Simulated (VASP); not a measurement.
# W (Pm-3m) in VASP: further runs

W is run at these levels: PBEsol; tasks: single point, relaxation of cell and atoms.

Program: VASP 6.6.1. These are calculated values, not measurements. Logs are shortened: lines on timing, memory, paths and dates and some standing lists are left out, and cuts for length are marked.

### Step 1. The cell of the first run

Symmetry: Pm-3m, No. 221, cubic system. The conventional cell has a = 2.415 Å, b = 2.415 Å, c = 2.415 Å, α = 90.00°, β = 90.00°, γ = 90.00°. Within 3.2 Å of W (site symmetry m-3m) lie 6 W at 2.41 Å.

### Step 2. Single point, PBEsol

Contents of INCAR:

```
SYSTEM = W
PREC = Accurate ; ENCUT = 500
EDIFF = 1E-6 ; ISMEAR = -1
SIGMA = 0.1 ; LREAL = .False.
LASPH = .True. ; NELM = 120
ALGO = Normal ; ISIF = 2
LWAVE = .False. ; LCHARG = .True.
GGA = PS ; LELF = .True.
LVHAR = .True. ; NBANDS = 13
GGA_COMPAT = .False.
```

Contents of KPOINTS:

```
regular mesh
0
Gamma
  16 16 16
  0 0 0
```

Contents of POSCAR:

```
W
1.0
    2.4147839978      0.0000000000      0.0000000000
    0.0000000000      2.4147839978      0.0000000000
    0.0000000000      0.0000000000      2.4147839978
W
1
Direct
    0.0000000000      0.0000000000      0.0000000000
```

Potentials or basis: VASP PAW PBE potentials, release 64 (W_sv).

On the command line:

```bash
$ cat potpaw_PBE.64/W_sv/POTCAR > POTCAR
$ mpirun -np 1 vasp_std > vasp.out
```

OUTCAR:

```text
SYSTEM = W
   PREC = Accurate
   ENCUT = 500
   EDIFF = 1E-6
   ISMEAR = -1
   LREAL = .False.
   LASPH = .True.
   NELM = 120
   ISIF = 2
   GGA = PS

 ion  position               nearest neighbor table
   1  0.000  0.000  0.000-

  LATTYP: Found a simple cubic cell.
 ALAT       =     2.4147839978

  Lattice vectors:

 A1 = (   2.4147839978,   0.0000000000,   0.0000000000)
 A2 = (   0.0000000000,   2.4147839978,   0.0000000000)
 A3 = (   0.0000000000,   0.0000000000,   2.4147839978)

Analysis of symmetry for initial positions (statically):
=====================================================================
 Subroutine PRICEL returns:
 Original cell was already a primitive cell.

 Routine SETGRP: Setting up the symmetry group for a
 simple cubic supercell.

 Subroutine GETGRP returns: Found 48 space group operations
 (whereof 48 operations were pure point group operations)
 out of a pool of 48 trial point group operations.

The static configuration has the point symmetry O_h .

Analysis of symmetry for dynamics (positions and initial velocities):
=====================================================================
 Subroutine PRICEL returns:
 Original cell was already a primitive cell.

 Routine SETGRP: Setting up the symmetry group for a
 simple cubic supercell.

 Subroutine GETGRP returns: Found 48 space group operations
 (whereof 48 operations were pure point group operations)
 out of a pool of 48 trial point group operations.

The dynamic configuration has the point symmetry O_h .

 Subroutine INISYM returns: Found 48 space group operations
 (whereof 48 operations are pure point group operations),
 and found     1 'primitive' translations

----------------------------------------------------------------------------------------

                                     Primitive cell

  volume of cell :      14.0810

  direct lattice vectors                    reciprocal lattice vectors
     2.414783998  0.000000000  0.000000000     0.414115714  0.000000000  0.000000000
     0.000000000  2.414783998  0.000000000     0.000000000  0.414115714  0.000000000
     0.000000000  0.000000000  2.414783998     0.000000000  0.000000000  0.414115714

  length of vectors
     2.414783998  2.414783998  2.414783998     0.414115714  0.414115714  0.414115714

  position of ions in fractional coordinates (direct lattice)
     0.000000000  0.000000000  0.000000000

  ion indices of the primitive-cell ions
   primitive index   ion index
                 1           1

----------------------------------------------------------------------------------------

 KPOINTS: regular mesh

Automatic generation of k-mesh.
 Grid dimensions read from file:
 generate k-points for:   16   16   16

 Generating k-lattice:

  Cartesian coordinates                     Fractional coordinates (reciprocal lattice)
     0.025882232  0.000000000  0.000000000     0.062500000  0.000000000  0.000000000
     0.000000000  0.025882232  0.000000000     0.000000000  0.062500000  0.000000000
     0.000000000  0.000000000  0.025882232     0.000000000  0.000000000  0.062500000

  Length of vectors
     0.025882232  0.025882232  0.025882232

  Shift w.r.t. Gamma in fractional coordinates (k-lattice)
     0.000000000  0.000000000  0.000000000

 Subroutine IBZKPT returns following result:
 ===========================================

 Found    165 irreducible k-points:

 Following reciprocal coordinates:
            Coordinates               Weight
  0.000000  0.000000  0.000000      1.000000
  0.062500  0.000000  0.000000      6.000000
  0.125000  0.000000  0.000000      6.000000
  0.187500  0.000000  0.000000      6.000000
  0.250000  0.000000  0.000000      6.000000
  0.312500  0.000000  0.000000      6.000000
[... 16 lines left out ...]
  0.437500  0.125000  0.000000     24.000000
  0.500000  0.125000  0.000000     12.000000
 [... further k-points ...]
   k-points           NKPTS =    165   k-points in BZ     NKDIM =    165   number of bands    NBANDS=     13
   number of dos      NEDOS =    301   number of ions     NIONS =      1
   total plane-waves  NPLWV =   5832
   dimension x,y,z NGX =    18 NGY =   18 NGZ =   18
   dimension x,y,z NGXF=    36 NGYF=   36 NGZF=   36
   ions per type =               1
   NGX,Y,Z   is equivalent  to a cutoff of  12.39, 12.39, 12.39 a.u.
   NGXF,Y,Z  is equivalent  to a cutoff of  24.78, 24.78, 24.78 a.u.
 SYSTEM =  W
   PREC   = accura    normal or accurate (medium, high low for compatibility)
   ISTART =      0    job   : 0-new  1-cont  2-samecut
   ICHARG =      2    charge: 1-file 2-atom 10-const
   ISPIN  =      1    spin polarized calculation?
   LNONCOLLINEAR =      F non collinear calculations
   LSORBIT =      F    spin-orbit coupling
   LASPH  =      T    aspherical Exc in radial PAW
   ENCUT  =  500.0 eV  36.75 Ry    6.06 a.u.   4.40  4.40  4.40*2*pi/ulx,y,z
   NELM   =    120;   NELMIN=  2; NELMDL= -5     # of ELM steps
[... 16 lines left out ...]
   EFERMI_NEDOS =   21; number of points for ismear=-14 and -15
   IALGO  =     38    algorithm
   IMIX   =      4    mixing-type and parameters
     AMIX     =   0.40;   BMIX     =  1.00
     AMIX_MAG =   1.60;   BMIX_MAG =  1.00
  volume/ion in A,a.u.               =      14.08        95.02
  Fermi-wavevector in a.u.,A,eV,Ry     =   1.633952  3.087721 36.324810  2.669798
  Thomas-Fermi vector in A             =   2.725671
   LORBIT       =      0    0 simple, 1 ext, 2 COOP (PROOUT), +10 PAW based schemes
   GGA     = PS    functional components
   LHFCALC =     F    Hartree Fock is set to
   AEXX    =    0.0000 exact exchange contribution
   IVDW    =     0    specifies the selected vdW correction
   LEPSILON=     F    determine dielectric tensor
   LRPA    =     F    only Hartree local field effects (RPA)
 non-spin polarized calculation
  energy-cutoff  :      500.00
  volume of cell :       14.08
 maximum number of plane-waves:       370
 NGX is ok and might be reduce to    18
   NGX =  9   NGY =  9   NGZ =  9

 number of electron      13.9999995 magnetization

 Free energy of the ion-electron system (eV)
  ---------------------------------------------------
  ext. energy  EPLUGINS =         0.00000000
  ---------------------------------------------------
  free energy    TOTEN  =       -11.45848649 eV

  energy without entropy =      -11.43225102  energy(sigma->0) =      -11.44536876

 E-fermi :  12.8508     XC(G=0): -14.2990

 val. band max:       12.8472547131   @ k =   0.3750   0.2500   0.1250
 cond. band min:      12.9167757401   @ k =   0.4375   0.4375   0.1250
 fundamental gap:      0.0695210270
 Fermi energy:        12.8507622231

 k-point     1 :       0.0000    0.0000    0.0000
  band No.  band energies     occupation
      1     -61.0888      2.00000
      2     -24.1198      2.00000
      3     -24.1198      2.00000
      4     -24.1198      2.00000
      5       3.0434      2.00000
      6       6.9835      2.00000
      7       6.9835      2.00000
      8      19.6017      0.00000
      9      19.6017      0.00000
     10      19.6017      0.00000
     11      30.1014      0.00000
     12      30.1014      0.00000
     13      30.1014      0.00000

 k-point     2 :       0.0625    0.0000    0.0000
  band No.  band energies     occupation
      1     -61.0786      2.00000
      2     -24.2400      2.00000
      3     -24.1099      2.00000
      4     -24.1099      2.00000
      5       3.2163      2.00000
      6       7.0289      2.00000
      7       7.1982      2.00000
      8      19.2508      0.00000
      9      19.2508      0.00000
     10      19.6248      0.00000
     11      29.2864      0.00000
     12      30.5047      0.00000
     13      30.5047      0.00000

 k-point     3 :       0.1250    0.0000    0.0000
  band No.  band energies     occupation
      1     -61.0495      2.00000
      2     -24.5733      2.00000
      3     -24.0816      2.00000
      4     -24.0816      2.00000
      5       3.6810      2.00000
      6       7.1605      2.00000
      7       7.8460      2.00000
      8      18.3723      0.00000
      9      18.3723      0.00000
     10      19.6910      0.00000
     11      27.5954      0.00000
     12      31.5208      0.00000
     13      31.5208      0.00000
[... 305 lines left out ...]
 k-point    23 :       0.4375    0.1250    0.0000
  band No.  band energies     occupation
      1     -60.7890      2.00000
      2     -26.7019      2.00000
      3     -24.2888      2.00000
      4     -23.8274      2.00000
      5       7.5357      2.00000
      6       9.1232      2.00000
      7      10.4342      2.00000
      8      14.2653      0.00000
      9      15.6434      0.00000
     10      19.1835      0.00000
     11      25.3298      0.00000
     12      28.9589      0.00000
     13      33.6077      0.00000

 k-point    24 :       0.5000    0.1250    0.0000
  band No.  band energies     occupation
      1     -60.7784      2.00000
      2     -26.7926      2.00000
      3     -24.2773      2.00000
      4     -23.8170      2.00000
      5       7.7539      2.00000
      6       9.2834      2.00000
      7      10.1421      2.00000
      8      14.1171      0.00001
      9      15.7656      0.00000
     10      19.2150      0.00000
     11      25.8653      0.00000
     12      28.7053      0.00000
     13      34.2152      0.00000

 [... further k-points ...]
[... 5 lines left out ...]
  --------------------------------------------------------------------------------------
  -------------------------------------------------------------------------------------
  Total        8.0338377      8.0338377      8.0338377      0.0000000     -0.0000000      0.0000000
  in kB      914.1106463    914.1106463    914.1106463      0.0000000     -0.0000000      0.0000000
  external PRESSURE =     914.1106463 kB  Pullay stress =       0.0000000 kB

 VOLUME and BASIS-vectors are now :
 -----------------------------------------------------------------------------
  energy-cutoff  :      500.00
  volume of cell :       14.08
      direct lattice vectors                 reciprocal lattice vectors
     2.414783998  0.000000000  0.000000000     0.414115714  0.000000000  0.000000000
     0.000000000  2.414783998  0.000000000     0.000000000  0.414115714  0.000000000
     0.000000000  0.000000000  2.414783998     0.000000000  0.000000000  0.414115714

 POSITION                                       TOTAL-FORCE (eV/Angst)
 -----------------------------------------------------------------------------------
      0.00000      0.00000      0.00000         0.000000      0.000000      0.000000
 -----------------------------------------------------------------------------------
    total drift:                                0.000000      0.000000     -0.000000

  FREE ENERGIE OF THE ION-ELECTRON SYSTEM (eV)
  ---------------------------------------------------
  free  energy   TOTEN  =       -11.4584864911 eV

  energy  without entropy=      -11.4322510197  energy(sigma->0) =      -11.44536876
```

Run time: 9.9 s. Hardware: 1 thread of AMD EPYC 9R45 (Zen 5), shared host; peak memory 0.11 GiB.

Results:

* Free energy: -11.4585 eV
* Pressure: 91.4 GPa
* Band gap on the k mesh: zero (band 7 reaches 15.38 eV, above the bottom of band 8 at 11.39 eV)

Levels at points of the mesh, in eV from the Fermi level:
```tsv
k point	band 5	band 6	band 7	band 8	band 9	band 10
(0.00, 0.00, 0.00)	-9.81	-5.87	-5.87	6.75	6.75	6.75
(0.50, 0.00, 0.00)	-5.71	-4.50	-0.42	1.11	1.11	7.39
(0.50, 0.50, 0.00)	-7.85	-3.36	2.28	2.28	6.52	6.52
(0.50, 0.50, 0.50)	-5.58	-5.58	-5.58	6.70	11.15	11.15
```

Caveat: the PAW data sets were made with another functional, which shifts forces and pressure a little; spin-orbit coupling is left out, which moves the levels of the heavy elements.

### Step 3. Single point, PBEsol

Contents of INCAR:

```
SYSTEM = W
PREC     = Accurate       ! precision mode
ENCUT    = 500            ! plane-wave cutoff, eV
EDIFF    = 1E-6           ! SCF threshold, eV
ISMEAR   = -1             ! smearing method
SIGMA    = 0.1            ! smearing width, eV
LREAL    = .FALSE.        ! projectors in reciprocal space
LASPH    = .TRUE.         ! aspherical terms in the spheres
NELM     = 120            ! most SCF steps
ALGO     = Normal         ! electronic algorithm
ISIF     = 2              ! what is computed and relaxed
LWAVE    = .FALSE.        ! write WAVECAR
LCHARG   = .FALSE.        ! write CHGCAR
GGA      = PS             ! functional
NBANDS   = 13             ! bands
GGA_COMPAT= .FALSE.
```

Contents of KPOINTS:

```
Automatic mesh
0
G
  16 16 16
  0 0 0
```

Contents of POSCAR:

```
W
1.0
    2.4140955211      0.0000000000      0.0000000000
    0.0000000000      2.4140955211      0.0000000000
    0.0000000000      0.0000000000      2.4140955211
W
1
Direct
    0.0000000000      0.0000000000      0.0000000000
```

Potentials or basis: VASP PAW PBE potentials, release 64 (W_sv).

On the command line:

```bash
$ cat potpaw_PBE.64/W_sv/POTCAR > POTCAR
$ mpirun -np 1 vasp_std > vasp.out
```

Run time: 9.3 s. Hardware: 1 thread of AMD EPYC 9R45 (Zen 5), shared host; peak memory 0.11 GiB.

It converged, with:

```yaml
Free_energy: -11.4516 eV
Pressure: 91.9 GPa
Band_gap_on_the_k_mesh: zero (band 7 reaches 15.40 eV, above the bottom of band 8 at 11.41 eV)
```

Levels at points of the mesh, in eV from the Fermi level:
```tsv
k point	band 5	band 6	band 7	band 8	band 9	band 10
(0.00, 0.00, 0.00)	-9.81	-5.87	-5.87	6.76	6.76	6.76
(0.50, 0.00, 0.00)	-5.71	-4.50	-0.42	1.11	1.11	7.40
(0.50, 0.50, 0.00)	-7.85	-3.36	2.29	2.29	6.53	6.53
(0.50, 0.50, 0.50)	-5.59	-5.59	-5.59	6.69	11.16	11.16
```

Caveat: the PAW data sets were made with another functional, which shifts forces and pressure a little; spin-orbit coupling is left out, which moves the levels of the heavy elements.

### Step 4. Relaxation of cell and atoms, PBEsol, target pressure 88 GPa, at which the enthalpy is minimised

This run uses another cell than the first one, of 13.79 Å³/atom, 0.979 times its volume.

Contents of INCAR:

```
PREC     = Accurate       # precision mode
ENCUT    = 500            # plane-wave cutoff, eV
EDIFF    = 1E-7           # SCF threshold, eV
ISMEAR   = -1             # smearing method
SIGMA    = 0.1            # smearing width, eV
LREAL    = F              # projectors in reciprocal space
LASPH    = T              # aspherical terms in the spheres
NELM     = 120            # most SCF steps
ALGO     = Normal         # electronic algorithm
ISIF     = 3              # what is computed and relaxed
LWAVE    = F              # write WAVECAR
LCHARG   = F              # write CHGCAR
GGA      = PS             # functional
IBRION   = 2              # ionic algorithm
NSW      = 60             # ionic steps
EDIFFG   = -0.005         # ionic threshold
PSTRESS  = 880.0        
GGA_COMPAT= F            
NELMIN   = 4
```

Contents of KPOINTS:

```
regular mesh
0
Gamma
  16 16 16
```

Contents of POSCAR:

```
W
1.0
    2.3980216746      0.0000000000      0.0000000000
    0.0000000000      2.3980216746      0.0000000000
    0.0000000000      0.0000000000      2.3980216746
W
1
Direct
    0.0000000000      0.0000000000      0.0000000000
```

On the command line:

```bash
$ cat potpaw_PBE.64/W_sv/POTCAR > POTCAR
$ mpirun -np 1 vasp_std > vasp.out
```

Run time: 24 s. Hardware: 1 thread of AMD EPYC 9R45 (Zen 5), shared host; peak memory 0.11 GiB.

Results (log left out):

```yaml
Free_energy: -11.5062 eV
Relaxed_volume: 14.17 Å³/atom
Relaxed_cell: a = 2.420 Å, b = 2.420 Å, c = 2.420 Å, α = 90.00°, β = 90.00°, γ = 90.00°
Space_group_after_relaxing_to_0.05_Å: Pm-3m (No. 221)
Energy_change_on_relaxing_the_enthalpy_is_what_falls: -225.2 meV/atom
Ionic_steps: 4
Pressure_after_relaxing: 88.0 GPa
Band_gap_on_the_k_mesh: zero (band 7 reaches 15.28 eV, above the bottom of band 8 at 11.30 eV)
```

Step by step:
```csv
step,energy change (eV),largest force (eV/Å),pressure (GPa),volume (Å³)
1,0.0000,0.0000,103.84,13.79
2,-0.9888,0.0000,17.79,16.69
3,-0.2426,0.0000,86.71,14.20
4,-0.2252,0.0000,87.97,14.17
```

Final structure:
```cif
data_structure
_symmetry_space_group_name_H-M 'P 1'
_symmetry_Int_Tables_number 1
_cell_length_a 2.4197
_cell_length_b 2.4197
_cell_length_c 2.4197
_cell_angle_alpha 90.000
_cell_angle_beta 90.000
_cell_angle_gamma 90.000
_cell_volume 14.17
loop_
_atom_site_label
_atom_site_type_symbol
_atom_site_fract_x
_atom_site_fract_y
_atom_site_fract_z
_atom_site_occupancy
W1 W 0.00000 0.00000 0.00000 1
```

Levels at points of the mesh, in eV from the Fermi level:
```tsv
k point	band 4	band 5	band 6	band 7	band 8	band 9	band 10	band 11
(0.00, 0.00, 0.00)	-36.99	-9.78	-5.82	-5.82	6.70	6.70	6.70	17.19
(0.50, 0.00, 0.00)	-36.72	-5.70	-4.46	-0.43	1.11	1.11	7.33	13.02
(0.50, 0.50, 0.00)	-36.48	-7.78	-3.34	2.27	2.27	6.48	6.48	10.60
(0.50, 0.50, 0.50)	-38.90	-5.53	-5.53	-5.53	6.72	11.05	11.05	15.95
```

Caveat: the cell is relaxed towards a set pressure, so the enthalpy falls and the energy may rise; the PAW data sets were made with another functional, which shifts forces and pressure a little; spin-orbit coupling is left out, which moves the levels of the heavy elements.

### Step 5. Relaxation of cell and atoms, PBEsol, target pressure 88 GPa, at which the enthalpy is minimised

Contents of INCAR:

```
SYSTEM = W
  PREC = Accurate
  ENCUT = 500
  EDIFF = 1E-7
  ISMEAR = -1
  SIGMA = 0.1
  LREAL = .False.
  LASPH = .True.
  NELM = 120
  ALGO = Normal
  ISIF = 3
  LWAVE = .False.
  LCHARG = .False.
  GGA = PS
  IBRION = 2
  NSW = 32
  EDIFFG = -0.005
  PSTRESS = 880.0
  GGA_COMPAT = .False.
  NELMIN = 4
```

Contents of KPOINTS:

```
regular mesh
0
Gamma
  16 16 16
  0 0 0
```

Contents of POSCAR:

```
W
1.0
    2.4147839978      0.0000000000      0.0000000000
    0.0000000000      2.4147839978      0.0000000000
    0.0000000000      0.0000000000      2.4147839978
W
1
Direct
    0.0000000000      0.0000000000      0.0000000000
```

On the command line:

```bash
$ cat potpaw_PBE.64/W_sv/POTCAR > POTCAR
$ mpirun -np 1 vasp_std > vasp.out
```

Wall time 19 s (1 thread of AMD EPYC 9R45 (Zen 5), shared host); peak memory 0.11 GiB.

The run converged. Its results:

```
Free energy                                            : -11.5068 eV
Relaxed volume                                         : 14.17 Å³/atom
Relaxed cell                                           : a = 2.420 Å, b = 2.420 Å, c = 2.420 Å, α = 90.00°, β = 90.00°, γ = 90.00°
Space group after relaxing (to 0.05 Å)                 : Pm-3m (No. 221)
Energy change on relaxing (the enthalpy is what falls) : -48.3 meV/atom
Ionic steps                                            : 3
Pressure after relaxing                                : 87.9 GPa
Band gap on the k mesh                                 : zero (band 7 reaches 15.27 eV, above the bottom of band 8 at 11.30 eV)
```

Step by step:
```tsv
step	energy change (eV)	largest force (eV/Å)	pressure (GPa)	volume (Å³)
1	0.0000	0.0000	91.41	14.08
2	-0.3076	0.0000	68.34	14.70
3	-0.0483	0.0000	87.94	14.17
```

Final structure:
```
W
1.0
     2.41970    0.00000    0.00000
     0.00000    2.41970    0.00000
     0.00000    0.00000    2.41970
W
1
Direct
  0.00000 0.00000 0.00000
```

Levels at points of the mesh, in eV from the Fermi level:
```tsv
k point	band 4	band 5	band 6	band 7	band 8	band 9	band 10	band 11
(0.00, 0.00, 0.00)	-36.99	-9.78	-5.82	-5.82	6.70	6.70	6.70	17.19
(0.50, 0.00, 0.00)	-36.72	-5.70	-4.46	-0.43	1.11	1.11	7.33	13.02
(0.50, 0.50, 0.00)	-36.48	-7.78	-3.34	2.27	2.27	6.48	6.48	10.60
(0.50, 0.50, 0.50)	-38.90	-5.53	-5.53	-5.53	6.72	11.05	11.05	15.94
```

Caveat: the cell is relaxed towards a set pressure, so the enthalpy falls and the energy may rise; the PAW data sets were made with another functional, which shifts forces and pressure a little; spin-orbit coupling is left out, which moves the levels of the heavy elements.

### Step 6. The runs side by side

| task | cell | gap on the mesh (eV) | pressure (GPa) |
| --- | --- | --- | --- |
| single point | a = 2.415 Å, 1 atom | none | 91.4 |
| single point | a = 2.414 Å, 1 atom | none | 91.9 |
| relaxation of cell and atoms | relaxed to 88 GPa from a = 2.398 Å, 1 atom | none | 88.0 |
| relaxation of cell and atoms | relaxed to 88 GPa from a = 2.415 Å, 1 atom | none | 87.9 |

Alike in all rows: level PBEsol; potentials or basis VASP PAW PBE potentials, release 64 (W_sv); no spin polarisation; k mesh 16 × 16 × 16; cutoff (eV) 500; smearing fermi-dirac 0.1 eV.

Caveats: the PAW data sets were made with another functional, which shifts forces and pressure a little; spin-orbit coupling is left out, which moves the levels of the heavy elements; the cell is relaxed towards a set pressure, so the enthalpy falls and the energy may rise (some runs).

Absolute energies hang on the potentials; compare differences alone.
